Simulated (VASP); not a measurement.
# ZrB2 (Pm) in VASP: single point with PBE

Aim: the single point of ZrB2 with PBE.

Everything below comes from runs of VASP 6.6.1. Logs are shortened: lines on timing, memory, paths and dates and some standing lists are left out, and cuts for length are marked.

### Step 1. The cell of the first run

The structure is monoclinic, space group Pm (No. 6). The conventional cell has a = 3.260 Å, b = 3.639 Å, c = 3.284 Å, α = 90.00°, β = 119.10°, γ = 90.00°. Within 3.4 Å of Zr (site symmetry m) lie 12 B at 2.50 to 2.89 Å and 6 Zr at 3.26 to 3.32 Å. B (site symmetry m) has 3 B at 1.78 to 2.11 Å within 2.4 Å. B (site symmetry m) has 3 B at 1.78 to 2.11 Å within 2.4 Å.

### Step 2. Single point, PBE (strained and its atoms moved)

Input file INCAR:

```
SYSTEM = ZrB2
PREC = Accurate ; ENCUT = 520
EDIFF = 1E-7 ; ISMEAR = 0
SIGMA = 0.1 ; LREAL = .False.
LASPH = .True. ; NELM = 100
ALGO = Normal ; ISIF = 2
LWAVE = .False. ; LCHARG = .True.
GGA = PE ; LELF = .True.
LVHAR = .True. ; NBANDS = 16
```

Input file KPOINTS:

```
regular mesh
0
Gamma
  14 14 10
  0 0 0
```

Input file POSCAR:

```
ZrB2
1.0
    3.2602663202     -0.0189266990      0.0000000000
   -1.6465241623      2.8791495644      0.0000000000
    0.0000000000      0.0000000000      3.6390464000
Zr B
1 2
Direct
    0.0507715834      0.0594926095      0.0000000000
    0.2956304528      0.6613063951      0.5000000000
    0.6535979638      0.2792009954      0.5000000000
```

Potentials or basis: VASP PAW PBE potentials, release 64 (Zr_sv, B).

The run is started by

```console
$ cat potpaw_PBE.64/Zr_sv/POTCAR potpaw_PBE.64/B/POTCAR > POTCAR
$ mpirun -np 1 vasp_std > vasp.out
```

OUTCAR:

```text
SYSTEM = ZrB2
   PREC = Accurate
   ENCUT = 520
   EDIFF = 1E-7
   ISMEAR = 0
   LREAL = .False.
   LASPH = .True.
   NELM = 100
   ISIF = 2
   GGA = PE

 ion  position               nearest neighbor table
   1  0.051  0.059  0.000-   3 2.50   3 2.50   2 2.52   2 2.52   3 2.54   3 2.54   2 2.60   2 2.60
                             2 2.80   2 2.80   3 2.89   3 2.89
   2  0.296  0.661  0.500-   3 1.78   3 1.82   3 2.11   1 2.52   1 2.52   1 2.60   1 2.60   1 2.80
                             1 2.80
   3  0.654  0.279  0.500-   2 1.78   2 1.82   2 2.11   1 2.50   1 2.50   1 2.54   1 2.54   1 2.89
                             1 2.89

  LATTYP: Found a simple monoclinic cell.
 ALAT       =     3.2603212570
 B/A-ratio  =     1.1161619096
 C/A-ratio  =     1.0072805689
 COS(beta)  =    -0.4863223433

  Lattice vectors:

 A1 = (   3.2602663202,  -0.0189266990,   0.0000000000)
 A2 = (   0.0000000000,   0.0000000000,   3.6390464000)
 A3 = (  -1.6137421579,  -2.8602228654,   0.0000000000)

Analysis of symmetry for initial positions (statically):
=====================================================================
 Subroutine PRICEL returns:
 Original cell was already a primitive cell.

 Routine SETGRP: Setting up the symmetry group for a
 simple monoclinic supercell.

 Subroutine GETGRP returns: Found  2 space group operations
 (whereof  2 operations were pure point group operations)
 out of a pool of  4 trial point group operations.

The static configuration has the point symmetry C_1h.

Analysis of symmetry for dynamics (positions and initial velocities):
=====================================================================
 Subroutine PRICEL returns:
 Original cell was already a primitive cell.

 Routine SETGRP: Setting up the symmetry group for a
 simple monoclinic supercell.

 Subroutine GETGRP returns: Found  2 space group operations
 (whereof  2 operations were pure point group operations)
 out of a pool of  4 trial point group operations.

The dynamic configuration has the point symmetry C_1h.

 Subroutine INISYM returns: Found  2 space group operations
 (whereof  2 operations are pure point group operations),
 and found     1 'primitive' translations

----------------------------------------------------------------------------------------

                                     Primitive cell

  volume of cell :      34.0456

  direct lattice vectors                    reciprocal lattice vectors
     3.260266320 -0.018926699  0.000000000     0.307745094  0.175992848  0.000000000
    -1.646524162  2.879149564  0.000000000     0.002023028  0.348481710  0.000000000
     0.000000000  0.000000000  3.639046400     0.000000000  0.000000000  0.274797266

  length of vectors
     3.260321257  3.316706805  3.639046400     0.354514492  0.348487582  0.274797266

  position of ions in fractional coordinates (direct lattice)
     0.050771583  0.059492609  0.000000000
     0.295630453  0.661306395  0.500000000
     0.653597964  0.279200995  0.500000000

  ion indices of the primitive-cell ions
   primitive index   ion index
                 1           1
                 2           2
                 3           3

----------------------------------------------------------------------------------------

 KPOINTS: regular mesh

Automatic generation of k-mesh.
 Grid dimensions read from file:
 generate k-points for:   14   14   10

 Generating k-lattice:

  Cartesian coordinates                     Fractional coordinates (reciprocal lattice)
     0.021981792  0.012570918  0.000000000     0.071428571  0.000000000  0.000000000
     0.000144502  0.024891551  0.000000000     0.000000000  0.071428571  0.000000000
     0.000000000  0.000000000  0.027479727     0.000000000  0.000000000  0.100000000

  Length of vectors
     0.025322464  0.024891970  0.027479727

  Shift w.r.t. Gamma in fractional coordinates (k-lattice)
     0.000000000  0.000000000  0.000000000

 Subroutine IBZKPT returns following result:
 ===========================================

 Found    600 irreducible k-points:

 Following reciprocal coordinates:
            Coordinates               Weight
  0.000000  0.000000  0.000000      1.000000
  0.071429 -0.000000  0.000000      2.000000
  0.142857 -0.000000  0.000000      2.000000
  0.214286 -0.000000  0.000000      2.000000
  0.285714  0.000000  0.000000      2.000000
  0.357143 -0.000000  0.000000      2.000000
[... 16 lines left out ...]
  0.000000  0.142857  0.000000      2.000000
  0.071429  0.142857  0.000000      2.000000
 [... further k-points ...]
   k-points           NKPTS =    600   k-points in BZ     NKDIM =    600   number of bands    NBANDS=     16
   number of dos      NEDOS =    301   number of ions     NIONS =      3
   total plane-waves  NPLWV =  18816
   dimension x,y,z NGX =    24 NGY =   28 NGZ =   28
   dimension x,y,z NGXF=    48 NGYF=   56 NGZF=   56
   ions per type =               1   2
   NGX,Y,Z   is equivalent  to a cutoff of  12.24, 14.03, 12.79 a.u.
   NGXF,Y,Z  is equivalent  to a cutoff of  24.48, 28.07, 25.58 a.u.
 SYSTEM =  ZrB2
   PREC   = accura    normal or accurate (medium, high low for compatibility)
   ISTART =      0    job   : 0-new  1-cont  2-samecut
   ICHARG =      2    charge: 1-file 2-atom 10-const
   ISPIN  =      1    spin polarized calculation?
   LNONCOLLINEAR =      F non collinear calculations
   LSORBIT =      F    spin-orbit coupling
   LASPH  =      T    aspherical Exc in radial PAW
   ENCUT  =  520.0 eV  38.22 Ry    6.18 a.u.   6.06  6.17  6.77*2*pi/ulx,y,z
   NELM   =    100;   NELMIN=  2; NELMDL= -5     # of ELM steps
   EDIFF  = 0.1E-06   stopping-criterion for ELM
   LREAL  =      F    real-space projection
   EDIFFG = 0.1E-05   stopping-criterion for IOM
   NSW    =      0    number of steps for IOM
   IBRION =     -1    ionic relax: 0-MD 1-quasi-New 2-CG
   NFREE  =      0    steps in history (QN), initial steepest desc. (CG)
   ISIF   =      2    stress and relaxation
   ISYM   =      2    0-nonsym 1-usesym 2-fastsym
   POTIM  = 0.5000    time-step for ionic-motion
   TEBEG  =    0.0;   TEEND  =   0.0 temperature during run
   PSTRESS=    0.0 pullay stress
   NELECT =      18.0000    total number of electrons
   NUPDOWN=      -1.0000    fix difference up-down
   EMIN   =  10.00;   EMAX   =-10.00  energy-range for DOS
   EFERMI =   0.00;   METHOD = LEGACY
   ISMEAR =     0;   SIGMA  =   0.10  broadening in eV -4-tet -1-fermi 0-gaus
   EFERMI_NEDOS =   21; number of points for ismear=-14 and -15
   IALGO  =     38    algorithm
   IMIX   =      4    mixing-type and parameters
     AMIX     =   0.40;   BMIX     =  1.00
     AMIX_MAG =   1.60;   BMIX_MAG =  1.00
  volume/ion in A,a.u.               =      11.35        76.58
  Fermi-wavevector in a.u.,A,eV,Ry     =   1.323769  2.501560 23.842354  1.752364
  Thomas-Fermi vector in A             =   2.453352
   LORBIT       =      0    0 simple, 1 ext, 2 COOP (PROOUT), +10 PAW based schemes
   GGA     = PE    functional components
   LHFCALC =     F    Hartree Fock is set to
   AEXX    =    0.0000 exact exchange contribution
   IVDW    =     0    specifies the selected vdW correction
   LEPSILON=     F    determine dielectric tensor
   LRPA    =     F    only Hartree local field effects (RPA)
 non-spin polarized calculation
 Gauss-broadening in eV      SIGMA  =   0.10
  energy-cutoff  :      520.00
  volume of cell :       34.05
 maximum number of plane-waves:       936
   NGX = 13   NGY = 13   NGZ = 13

 number of electron      18.0000000 magnetization

 Free energy of the ion-electron system (eV)
  ---------------------------------------------------
  ext. energy  EPLUGINS =         0.00000000
  ---------------------------------------------------
  free energy    TOTEN  =       -24.27725792 eV

  energy without entropy =      -24.27588605  energy(sigma->0) =      -24.27657199

 E-fermi :   9.3600     XC(G=0): -11.9512

 val. band max:        9.3323566223   @ k =   0.2857   0.1429   0.0000
 cond. band min:       9.3643822483   @ k =  -0.1429   0.0714   0.4000
 fundamental gap:      0.0320256260
 Fermi energy:         9.3600405262

 k-point     1 :       0.0000    0.0000    0.0000
  band No.  band energies     occupation
      1     -39.5126      2.00000
      2     -17.6592      2.00000
      3     -17.2643      2.00000
      4     -17.2118      2.00000
      5      -2.8283      2.00000
      6       6.3240      2.00000
[... 8 lines left out ...]
     15      15.3083      0.00000
     16      16.2362      0.00000

 k-point     2 :       0.0714   -0.0000    0.0000
  band No.  band energies     occupation
      1     -39.5089      2.00000
      2     -17.6534      2.00000
      3     -17.2779      2.00000
      4     -17.2413      2.00000
      5      -2.7363      2.00000
      6       6.1257      2.00000
[... 8 lines left out ...]
     15      15.4924      0.00000
     16      16.1868      0.00000

 k-point     3 :       0.1429   -0.0000    0.0000
  band No.  band energies     occupation
      1     -39.4983      2.00000
      2     -17.6370      2.00000
      3     -17.3543      2.00000
      4     -17.2841      2.00000
      5      -2.4664      2.00000
      6       5.5369      2.00000
[... 8 lines left out ...]
     15      15.8598      0.00000
     16      16.0752      0.00000

 k-point     4 :       0.2143   -0.0000    0.0000
  band No.  band energies     occupation
      1     -39.4830      2.00000
      2     -17.6132      2.00000
      3     -17.4884      2.00000
      4     -17.3192      2.00000
      5      -2.0356      2.00000
      6       4.6949      2.00000
[... 8 lines left out ...]
     15      15.9078      0.00000
     16      16.8769      0.00000
[... 324 lines left out ...]
 k-point    22 :      -0.0714    0.0714    0.0000
  band No.  band energies     occupation
      1     -39.5090      2.00000
      2     -17.6534      2.00000
      3     -17.2976      2.00000
      4     -17.2206      2.00000
      5      -2.7342      2.00000
      6       6.2703      2.00000
[... 8 lines left out ...]
     15      15.2252      0.00000
     16      16.2554      0.00000

 k-point    23 :       0.0000    0.1429    0.0000
  band No.  band energies     occupation
      1     -39.4997      2.00000
      2     -17.6391      2.00000
      3     -17.3648      2.00000
      4     -17.2611      2.00000
      5      -2.4836      2.00000
      6       5.3804      2.00000
[... 8 lines left out ...]
     15      15.9482      0.00000
     16      16.0315      0.00000

 k-point    24 :       0.0714    0.1429    0.0000
  band No.  band energies     occupation
      1     -39.4905      2.00000
      2     -17.6252      2.00000
      3     -17.4257      2.00000
      4     -17.3029      2.00000
      5      -2.2325      2.00000
      6       4.7974      2.00000
[... 8 lines left out ...]
     15      15.7030      0.00000
     16      16.2872      0.00000

 [... further k-points ...]

------------------------ aborting loop because EDIFF is reached ----------------------------------------

  FORCE on cell =-STRESS in cart. coord.  units (eV):
  Direction    XX          YY          ZZ          XY          YZ          ZX
  --------------------------------------------------------------------------------------
  -------------------------------------------------------------------------------------
  Total       -2.3866685     -4.1578502     -2.2039030     -0.1483376      0.0000000      0.0000000
  in kB     -112.3160985   -195.6675179   -103.7151927     -6.9807360      0.0000000      0.0000000
  external PRESSURE =    -137.2329364 kB  Pullay stress =       0.0000000 kB

 VOLUME and BASIS-vectors are now :
 -----------------------------------------------------------------------------
  energy-cutoff  :      520.00
  volume of cell :       34.05
      direct lattice vectors                 reciprocal lattice vectors
     3.260266320 -0.018926699  0.000000000     0.307745094  0.175992848  0.000000000
    -1.646524162  2.879149564  0.000000000     0.002023028  0.348481710  0.000000000
     0.000000000  0.000000000  3.639046400     0.000000000  0.000000000  0.274797266

 POSITION                                       TOTAL-FORCE (eV/Angst)
 -----------------------------------------------------------------------------------
      0.06757      0.17033      0.00000        -0.934186     -2.131499      0.000000
     -0.12502      1.89840      1.81952         1.264027      0.145424      0.000000
      1.67119      0.79149      1.81952        -0.329841      1.986075      0.000000
 -----------------------------------------------------------------------------------
    total drift:                                0.000003      0.000017     -0.000000

  FREE ENERGIE OF THE ION-ELECTRON SYSTEM (eV)
  ---------------------------------------------------
  free  energy   TOTEN  =       -24.2772579234 eV

  energy  without entropy=      -24.2758860471  energy(sigma->0) =      -24.27657199
```

Wall time 98 s (1 thread of Intel Xeon 6975P-C (Granite Rapids), shared host); peak memory 0.41 GiB.

Results:

```
Free energy            : -24.2773 eV
Pressure               : -13.7 GPa
Largest force          : 2.327 eV/Å
Band gap on the k mesh : zero (bands 9 and 10 overlap by 0.70 eV)
```

Forces on the atoms (eV/Å):
```
Zr  -0.934 -2.131  0.000
B    1.264  0.145  0.000
B   -0.330  1.986  0.000
```

Stress tensor (GPa, compression positive):
```
-11.23  -0.70   0.00
 -0.70 -19.57   0.00
  0.00   0.00 -10.37
```

Levels at points of the mesh, in eV from the Fermi level:
| k point | band 7 | band 8 | band 9 | band 10 | band 11 | band 12 |
| --- | --- | --- | --- | --- | --- | --- |
| (0.00, 0.00, 0.00) | -2.37 | -2.31 | -1.56 | 1.85 | 2.81 | 3.00 |
| (0.50, 0.00, 0.00) | -3.37 | -3.30 | -1.78 | 1.13 | 2.61 | 4.10 |
| (0.00, 0.50, 0.00) | -3.20 | -2.82 | -1.89 | 1.27 | 2.27 | 4.24 |
| (0.50, 0.50, 0.00) | -4.12 | -4.00 | -1.48 | 1.31 | 4.26 | 4.26 |
| (0.00, 0.00, 0.50) | -2.41 | -0.53 | 0.20 | 0.31 | 0.84 | 1.66 |
| (0.50, 0.00, 0.50) | -4.11 | -3.90 | -1.85 | 2.57 | 3.22 | 4.67 |
| (0.00, 0.50, 0.50) | -4.02 | -3.94 | -1.85 | 3.08 | 3.39 | 4.59 |
| (0.50, 0.50, 0.50) | -4.29 | -3.22 | -2.53 | 1.98 | 3.34 | 4.61 |

Caveat: the cell differs from its parent crystal (strained and its atoms moved); the cell stands under tension; forces of over 1 eV/Å act on the atoms, so gaps and moduli don't describe the material at rest.
